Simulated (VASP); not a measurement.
# Mg (P6_3/mmc) in VASP: further runs

Runs on Mg. Level: LDA. Tasks: single point, relaxation of cell and atoms.

Everything below comes from runs of VASP 6.6.1. Logs are shortened: lines on timing, memory, paths and dates and some standing lists are left out, and cuts for length are marked.

## 1. The cell of the first run

The structure is hexagonal, space group P6_3/mmc (No. 194). The conventional cell has a = 3.143 Å, b = 3.143 Å, c = 10.175 Å, α = 90.00°, β = 90.00°, γ = 120.00°. Mg (site symmetry -3m) has 12 Mg at 3.12 to 3.14 Å within 4.1 Å. Mg (site symmetry -6m2) has 12 Mg at 3.12 to 3.14 Å within 4.1 Å.

## 2. Single point, LDA

The input, INCAR:

```
SYSTEM = Mg
PREC = Accurate
ENCUT = 520
EDIFF = 1E-6
ISMEAR = -1
SIGMA = 0.02
LREAL = .FALSE.
LASPH = .TRUE.
NELM = 60
ALGO = Normal
ISIF = 2
LWAVE = .FALSE.
LCHARG = .FALSE.
GGA = CA
NBANDS = 12
```

The input, KPOINTS:

```
Automatic mesh
0
G
  8 8 3
  0 0 0
```

The input, POSCAR:

```
Mg
1.0
    3.1425908200     -0.0000028556      0.0000000000
   -1.5712929370      2.7215649117      0.0000000000
    0.0000000000      0.0000000000     10.1754083714
Mg
4
Direct
    0.0000000000      0.0000000000      0.0000000000
    0.3333333333      0.6666666667      0.2500000000
    0.0000000000      0.0000000000      0.5000000000
    0.6666666667      0.3333333333      0.7500000000
```

Potentials or basis: VASP PAW LDA potentials, release 64 (Mg).

On the command line:

```bash
> cat potpaw_LDA.64/Mg/POTCAR > POTCAR
> mpirun -np 1 vasp_std > vasp.out
```

OUTCAR:

```text
SYSTEM = Mg
   PREC = Accurate
   ENCUT = 520
   EDIFF = 1E-6
   ISMEAR = -1
   LREAL = .FALSE.
   LASPH = .TRUE.
   NELM = 60
   ISIF = 2
   GGA = CA

 ion  position               nearest neighbor table
   1  0.000  0.000  0.000-   2 3.12   4 3.12   4 3.12   2 3.12   4 3.12   2 3.12
   2  0.333  0.667  0.250-   1 3.12   3 3.12   1 3.12   3 3.12   1 3.12   3 3.12
   3  0.000  0.000  0.500-   2 3.12   4 3.12   4 3.12   2 3.12   4 3.12   2 3.12
   4  0.667  0.333  0.750-   1 3.12   3 3.12   1 3.12   3 3.12   1 3.12   3 3.12

  LATTYP: Found a hexagonal cell.
 ALAT       =     3.1425908200
 C/A-ratio  =     3.2379043134

  Lattice vectors:

 A1 = (   3.1425908200,  -0.0000028556,   0.0000000000)
 A2 = (  -1.5712929370,   2.7215649117,   0.0000000000)
 A3 = (   0.0000000000,   0.0000000000,  10.1754083714)

Analysis of symmetry for initial positions (statically):
=====================================================================
 Subroutine PRICEL returns:
 Original cell was already a primitive cell.

 Routine SETGRP: Setting up the symmetry group for a
 hexagonal supercell.

 Subroutine GETGRP returns: Found 24 space group operations
 (whereof 12 operations were pure point group operations)
 out of a pool of 24 trial point group operations.

The static configuration has the point symmetry D_3d.
 The point group associated with its full space group is D_6h.

Analysis of symmetry for dynamics (positions and initial velocities):
=====================================================================
 Subroutine PRICEL returns:
 Original cell was already a primitive cell.

 Routine SETGRP: Setting up the symmetry group for a
 hexagonal supercell.

 Subroutine GETGRP returns: Found 24 space group operations
 (whereof 12 operations were pure point group operations)
 out of a pool of 24 trial point group operations.

The dynamic configuration has the point symmetry D_3d.
 The point group associated with its full space group is D_6h.

 Subroutine INISYM returns: Found 24 space group operations
 (whereof 12 operations are pure point group operations),
 and found     1 'primitive' translations

----------------------------------------------------------------------------------------

                                     Primitive cell

  volume of cell :      87.0278

  direct lattice vectors                    reciprocal lattice vectors
     3.142590820 -0.000002856  0.000000000     0.318208950  0.183717637  0.000000000
    -1.571292937  2.721564912  0.000000000     0.000000334  0.367435853  0.000000000
     0.000000000  0.000000000 10.175408371     0.000000000  0.000000000  0.098276154

  length of vectors
     3.142590820  3.142590820 10.175408371     0.367435853  0.367435853  0.098276154

  position of ions in fractional coordinates (direct lattice)
     0.000000000  0.000000000  0.000000000
     0.333333333  0.666666667  0.250000000
     0.000000000  0.000000000  0.500000000
     0.666666667  0.333333333  0.750000000

  ion indices of the primitive-cell ions
   primitive index   ion index
                 1           1
                 2           2
                 3           3
                 4           4

----------------------------------------------------------------------------------------

 KPOINTS: Automatic mesh

Automatic generation of k-mesh.
 Grid dimensions read from file:
 generate k-points for:    8    8    3

 Generating k-lattice:

  Cartesian coordinates                     Fractional coordinates (reciprocal lattice)
     0.039776119  0.022964705  0.000000000     0.125000000  0.000000000  0.000000000
     0.000000042  0.045929482  0.000000000     0.000000000  0.125000000  0.000000000
     0.000000000  0.000000000  0.032758718     0.000000000  0.000000000  0.333333333

  Length of vectors
     0.045929482  0.045929482  0.032758718

  Shift w.r.t. Gamma in fractional coordinates (k-lattice)
     0.000000000  0.000000000  0.000000000

 Subroutine IBZKPT returns following result:
 ===========================================

 Found     20 irreducible k-points:

 Following reciprocal coordinates:
            Coordinates               Weight
  0.000000  0.000000  0.000000      1.000000
  0.125000  0.000000  0.000000      6.000000
  0.250000  0.000000  0.000000      6.000000
  0.375000  0.000000  0.000000      6.000000
  0.500000  0.000000  0.000000      3.000000
  0.125000  0.125000  0.000000      6.000000
[... 12 lines left out ...]
  0.250000  0.250000  0.333333     12.000000
  0.375000  0.250000  0.333333     12.000000
   k-points           NKPTS =     20   k-points in BZ     NKDIM =     20   number of bands    NBANDS=     12
   number of dos      NEDOS =    301   number of ions     NIONS =      4
   total plane-waves  NPLWV =  46080
   dimension x,y,z NGX =    24 NGY =   24 NGZ =   80
   dimension x,y,z NGXF=    48 NGYF=   48 NGZF=  160
   ions per type =               4
   NGX,Y,Z   is equivalent  to a cutoff of  12.70, 12.70, 13.07 a.u.
   NGXF,Y,Z  is equivalent  to a cutoff of  25.39, 25.39, 26.14 a.u.
 SYSTEM =  Mg
   PREC   = accura    normal or accurate (medium, high low for compatibility)
   ISTART =      0    job   : 0-new  1-cont  2-samecut
   ICHARG =      2    charge: 1-file 2-atom 10-const
   ISPIN  =      1    spin polarized calculation?
   LNONCOLLINEAR =      F non collinear calculations
   LSORBIT =      F    spin-orbit coupling
   LASPH  =      T    aspherical Exc in radial PAW
   ENCUT  =  520.0 eV  38.22 Ry    6.18 a.u.   5.84  5.84 18.92*2*pi/ulx,y,z
   NELM   =     60;   NELMIN=  2; NELMDL= -5     # of ELM steps
   EDIFF  = 0.1E-05   stopping-criterion for ELM
   LREAL  =      F    real-space projection
   EDIFFG = 0.1E-04   stopping-criterion for IOM
   NSW    =      0    number of steps for IOM
   IBRION =     -1    ionic relax: 0-MD 1-quasi-New 2-CG
   NFREE  =      0    steps in history (QN), initial steepest desc. (CG)
   ISIF   =      2    stress and relaxation
   ISYM   =      2    0-nonsym 1-usesym 2-fastsym
   POTIM  = 0.5000    time-step for ionic-motion
   TEBEG  =    0.0;   TEEND  =   0.0 temperature during run
   PSTRESS=    0.0 pullay stress
   NELECT =       8.0000    total number of electrons
   NUPDOWN=      -1.0000    fix difference up-down
   EMIN   =  10.00;   EMAX   =-10.00  energy-range for DOS
   EFERMI =   0.00;   METHOD = LEGACY
   ISMEAR =    -1;   SIGMA  =   0.02  broadening in eV -4-tet -1-fermi 0-gaus
   EFERMI_NEDOS =   21; number of points for ismear=-14 and -15
   IALGO  =     38    algorithm
   IMIX   =      4    mixing-type and parameters
     AMIX     =   0.40;   BMIX     =  1.00
     AMIX_MAG =   1.60;   BMIX_MAG =  1.00
  volume/ion in A,a.u.               =      21.76       146.82
  Fermi-wavevector in a.u.,A,eV,Ry     =   0.738843  1.396211  7.427269  0.545889
  Thomas-Fermi vector in A             =   1.832863
   LORBIT       =      0    0 simple, 1 ext, 2 COOP (PROOUT), +10 PAW based schemes
   GGA     = CA    functional components
   LHFCALC =     F    Hartree Fock is set to
   AEXX    =    0.0000 exact exchange contribution
   IVDW    =     0    specifies the selected vdW correction
   LEPSILON=     F    determine dielectric tensor
   LRPA    =     F    only Hartree local field effects (RPA)
 non-spin polarized calculation
  energy-cutoff  :      520.00
  volume of cell :       87.03
 maximum number of plane-waves:      2364
 NGX is ok and might be reduce to    24
   NGX = 11   NGY = 11   NGZ = 37

 number of electron       8.0000000 magnetization

 Free energy of the ion-electron system (eV)
  ---------------------------------------------------
  ext. energy  EPLUGINS =         0.00000000
  ---------------------------------------------------
  free energy    TOTEN  =        -7.27254308 eV

  energy without entropy =       -7.26903208  energy(sigma->0) =       -7.27078758

 E-fermi :   2.7981     XC(G=0):  -8.8540

 val. band max:        2.7021353360   @ k =   0.2500   0.0000   0.0000
 cond. band min:       2.8012513355   @ k =   0.3750   0.1250   0.3333
 fundamental gap:      0.0991159994
 Fermi energy:         2.7980729080

 k-point     1 :       0.0000    0.0000    0.0000
  band No.  band energies     occupation
      1      -4.3994      2.00000
      2      -2.9566      2.00000
      3      -2.9530      2.00000
      4       1.0263      2.00000
      5       1.5095      2.00000
      6       7.9611      0.00000
      7       7.9718      0.00000
      8      13.9567      0.00000
      9      13.9567      0.00000
     10      14.0305      0.00000
     11      14.0305      0.00000
     12      14.7412      0.00000

 k-point     2 :       0.1250    0.0000    0.0000
  band No.  band energies     occupation
      1      -4.0820      2.00000
      2      -2.6442      2.00000
      3      -2.6406      2.00000
      4       1.3140      2.00000
      5       1.8167      2.00000
      6       8.1726      0.00000
      7       8.2119      0.00000
      8      10.4296      0.00000
      9      11.5015      0.00000
     10      11.5909      0.00000
     11      12.1699      0.00000
     12      13.1204      0.00000

 k-point     3 :       0.2500    0.0000    0.0000
  band No.  band energies     occupation
      1      -3.1362      2.00000
      2      -1.7137      2.00000
      3      -1.7097      2.00000
      4       2.1776      2.00000
      5       2.7021      1.98362
      6       6.5568      0.00000
      7       7.6830      0.00000
      8       7.8487      0.00000
      9       9.1739      0.00000
     10       9.2769      0.00000
     11      10.8598      0.00000
     12      11.0835      0.00000
[... 226 lines left out ...]
 k-point    19 :       0.2500    0.2500    0.3333
  band No.  band energies     occupation
      1      -0.5079      2.00000
      2      -0.0462      2.00000
      3       1.7550      2.00000
      4       3.0044      0.00007
      5       4.2133      0.00000
      6       4.3757      0.00000
      7       4.6185      0.00000
      8       4.7930      0.00000
      9       6.4027      0.00000
     10       6.6432      0.00000
     11       7.4159      0.00000
     12       8.0339      0.00000

 k-point    20 :       0.3750    0.2500    0.3333
  band No.  band energies     occupation
      1       1.5700      2.00000
      2       1.5848      2.00000
      3       2.0178      2.00000
      4       2.0294      2.00000
      5       3.6808      0.00000
      6       3.7841      0.00000
      7       3.9255      0.00000
      8       4.6478      0.00000
      9       5.3180      0.00000
     10       5.5437      0.00000
     11       6.5274      0.00000
     12       7.6925      0.00000

------------------------ aborting loop because EDIFF is reached ----------------------------------------

  FORCE on cell =-STRESS in cart. coord.  units (eV):
  Direction    XX          YY          ZZ          XY          YZ          ZX
  --------------------------------------------------------------------------------------
  -------------------------------------------------------------------------------------
  Total       -0.2242491     -0.2242491     -0.2250082      0.0000000      0.0000000      0.0000000
  in kB       -4.1284138     -4.1284138     -4.1423887      0.0000000      0.0000000      0.0000000
  external PRESSURE =      -4.1330721 kB  Pullay stress =       0.0000000 kB

 VOLUME and BASIS-vectors are now :
 -----------------------------------------------------------------------------
  energy-cutoff  :      520.00
  volume of cell :       87.03
      direct lattice vectors                 reciprocal lattice vectors
     3.142590820 -0.000002856  0.000000000     0.318208950  0.183717637  0.000000000
    -1.571292937  2.721564912  0.000000000     0.000000334  0.367435853  0.000000000
     0.000000000  0.000000000 10.175408371     0.000000000  0.000000000  0.098276154

 POSITION                                       TOTAL-FORCE (eV/Angst)
 -----------------------------------------------------------------------------------
      0.00000      0.00000      0.00000        -0.000000     -0.000000     -0.000000
      0.00000      1.81438      2.54385         0.000000     -0.000000     -0.000000
      0.00000      0.00000      5.08770        -0.000000     -0.000000     -0.000000
      1.57130      0.90719      7.63156        -0.000000      0.000000      0.000000
 -----------------------------------------------------------------------------------
    total drift:                                0.000000     -0.000000      0.000000

  FREE ENERGIE OF THE ION-ELECTRON SYSTEM (eV)
  ---------------------------------------------------
  free  energy   TOTEN  =        -7.2725430762 eV

  energy  without entropy=       -7.2690320823  energy(sigma->0) =       -7.27078758
```

It took 7 s on 1 thread of Intel Xeon 6975P-C (Granite Rapids), shared host; peak memory 0.17 GiB.

Results:

```
Free energy            : -7.2725 eV
Pressure               : -0.4 GPa
Band gap on the k mesh : zero (band 4 reaches 3.82 eV, above the bottom of band 5 at 1.51 eV)
```

## 3. Relaxation of cell and atoms, LDA

This run uses another cell than the first one, of 22.55 Å³/atom, 1.036 times its volume.

The input, INCAR:

```
PREC     = Accurate       # precision mode
ENCUT    = 600            # plane-wave cutoff, eV
EDIFF    = 1E-6           # SCF threshold, eV
ISMEAR   = -1             # smearing method
SIGMA    = 0.02           # smearing width, eV
LREAL    = F              # projectors in reciprocal space
LASPH    = T              # aspherical terms in the spheres
NELM     = 60             # most SCF steps
ALGO     = Normal         # electronic algorithm
ISIF     = 3              # what is computed and relaxed
LWAVE    = F              # write WAVECAR
LCHARG   = F              # write CHGCAR
IBRION   = 2              # ionic algorithm
NSW      = 80             # ionic steps
EDIFFG   = -0.02          # ionic threshold
```

The input, KPOINTS:

```
Automatic mesh
0
Gamma
  8 8 3
```

The input, POSCAR:

```
Mg
1.0
    3.1768300000      0.0000000000      0.0000000000
   -1.5884100000      2.7512100000      0.0000000000
    0.0000000000      0.0000000000     10.3188600000
Mg
4
Direct
    0.0000000000      0.0000000000      0.0000000000
    0.3333333333      0.6666666667      0.2500000000
    0.0000000000      0.0000000000      0.5000000000
    0.6666666667      0.3333333333      0.7500000000
```

Potentials or basis: VASP PAW LDA potentials, release 64 (Mg).

On the command line:

```bash
> cat potpaw_LDA.64/Mg/POTCAR > POTCAR
> mpirun -np 1 vasp_std > vasp.out
```

OUTCAR:

```text
PREC = Accurate
   ENCUT = 600
   EDIFF = 1E-6
   ISMEAR = -1
   LREAL = F
   LASPH = T
   NELM = 60
   ISIF = 3
   IBRION = 2
   NSW = 80
   EDIFFG = -0.02

 ion  position               nearest neighbor table
   1  0.000  0.000  0.000-   2 3.17   4 3.17   4 3.17   2 3.17   4 3.17   2 3.17
   2  0.333  0.667  0.250-   1 3.17   3 3.17   1 3.17   3 3.17   1 3.17   3 3.17
   3  0.000  0.000  0.500-   2 3.17   4 3.17   4 3.17   2 3.17   4 3.17   2 3.17
   4  0.667  0.333  0.750-   1 3.17   3 3.17   1 3.17   3 3.17   1 3.17   3 3.17

  LATTYP: Found a hexagonal cell.
 ALAT       =     3.1768300000
 C/A-ratio  =     3.2481624764

  Lattice vectors:

 A1 = (   3.1768300000,   0.0000000000,   0.0000000000)
 A2 = (  -1.5884100000,   2.7512100000,   0.0000000000)
 A3 = (   0.0000000000,   0.0000000000,  10.3188600000)

Analysis of symmetry for initial positions (statically):
=====================================================================
 Subroutine PRICEL returns:
 Original cell was already a primitive cell.

 Routine SETGRP: Setting up the symmetry group for a
 hexagonal supercell.

 Subroutine GETGRP returns: Found 24 space group operations
[... 156 lines left out ...]

--------------------------------------- Ionic step        1  -------------------------------------------

 number of electron       7.9999999 magnetization

 Free energy of the ion-electron system (eV)
  ---------------------------------------------------
  ext. energy  EPLUGINS =         0.00000000
  ---------------------------------------------------
  free energy    TOTEN  =        -7.25122649 eV

  energy without entropy =       -7.24776812  energy(sigma->0) =       -7.24949731

------------------------ aborting loop because EDIFF is reached ----------------------------------------

  FORCE on cell =-STRESS in cart. coord.  units (eV):
  Direction    XX          YY          ZZ          XY          YZ          ZX
  --------------------------------------------------------------------------------------
  -------------------------------------------------------------------------------------
  Total       -0.8938757     -0.8938721     -1.1076843     -0.0000016     -0.0000000      0.0000000
  in kB      -15.8795532    -15.8794899    -19.6778273     -0.0000289     -0.0000000      0.0000000
  external PRESSURE =     -17.1456234 kB  Pullay stress =       0.0000000 kB
[... 63 lines left out ...]
--------------------------------------- Ionic step        3  -------------------------------------------

 number of electron       7.9999999 magnetization

 Free energy of the ion-electron system (eV)
  ---------------------------------------------------
  ext. energy  EPLUGINS =         0.00000000
  ---------------------------------------------------
  free energy    TOTEN  =        -7.27397688 eV

  energy without entropy =       -7.27044923  energy(sigma->0) =       -7.27221305

 E-fermi :   2.8560     XC(G=0):  -8.8873

 val. band max:        2.7658520933   @ k =   0.2500   0.0000   0.0000
 cond. band min:       2.8591127635   @ k =   0.3750   0.1250   0.3333
 fundamental gap:      0.0932606703
 Fermi energy:         2.8559887040

 k-point     1 :       0.0000    0.0000    0.0000
  band No.  band energies     occupation
      1      -4.3892      2.00000
      2      -2.9361      2.00000
      3      -2.9328      2.00000
      4       1.0657      2.00000
      5       1.5678      2.00000
      6       8.0510      0.00000
      7       8.0619      0.00000
      8      14.0821      0.00000
[... 238 lines left out ...]
  FREE ENERGIE OF THE ION-ELECTRON SYSTEM (eV)
  ---------------------------------------------------
  free  energy   TOTEN  =        -7.2739768798 eV

  energy  without entropy=       -7.2704492289  energy(sigma->0) =       -7.27221305

 reached required accuracy - stopping structural energy minimisation
```

CONTCAR:

```text
Mg
   1.00000000000000
     3.1322479005507451   -0.0000000810223896    0.0000000000000000
    -1.5661190906102682    2.7126010406922059    0.0000000000000000
    -0.0000000000000000   -0.0000000000000000   10.1394126175388202
  Mg
     4
Direct
     0.0000000000000000    0.0000000000000000    0.0000000000000000
     0.3333333332999970    0.6666666667000030    0.2500000000000000
     0.0000000000000000    0.0000000000000000    0.5000000000000000
     0.6666666667000030    0.3333333332999970    0.7500000000000000

  0.00000000E+00  0.00000000E+00  0.00000000E+00
  0.00000000E+00  0.00000000E+00  0.00000000E+00
  0.00000000E+00  0.00000000E+00  0.00000000E+00
  0.00000000E+00  0.00000000E+00  0.00000000E+00
```

Wall time 17 s (1 thread of Intel Xeon 6975P-C (Granite Rapids), shared host); peak memory 0.19 GiB.

Results:

```yaml
Free_energy: -7.2740 eV
Relaxed_volume: 21.54 Å³/atom
Relaxed_cell: a = 3.132 Å, b = 3.132 Å, c = 10.139 Å, α = 90.00°, β = 90.00°, γ = 120.00°
Space_group_after_relaxing_to_0.05_Å: P6_3/mmc (No. 194)
Energy_gained_by_relaxing: 5.7 meV/atom
Ionic_steps: 3
Pressure_after_relaxing: 0.0 GPa
Band_gap_on_the_k_mesh: zero (band 4 reaches 3.88 eV, above the bottom of band 5 at 1.57 eV)
```

Step by step:
```tsv
step	energy change (eV)	largest force (eV/Å)	pressure (GPa)	volume (Å³)
1	0.0000	0.0000	-1.71	90.19
2	-0.0215	0.0000	-0.44	87.08
3	-0.0228	0.0000	-0.01	86.15
```

Final structure:
```
Mg
1.0
     3.13225    0.00000    0.00000
    -1.56612    2.71260    0.00000
     0.00000    0.00000   10.13941
Mg
4
Direct
  0.00000 0.00000 0.00000
  0.33333 0.66667 0.25000
  0.00000 0.00000 0.50000
  0.66667 0.33333 0.75000
```
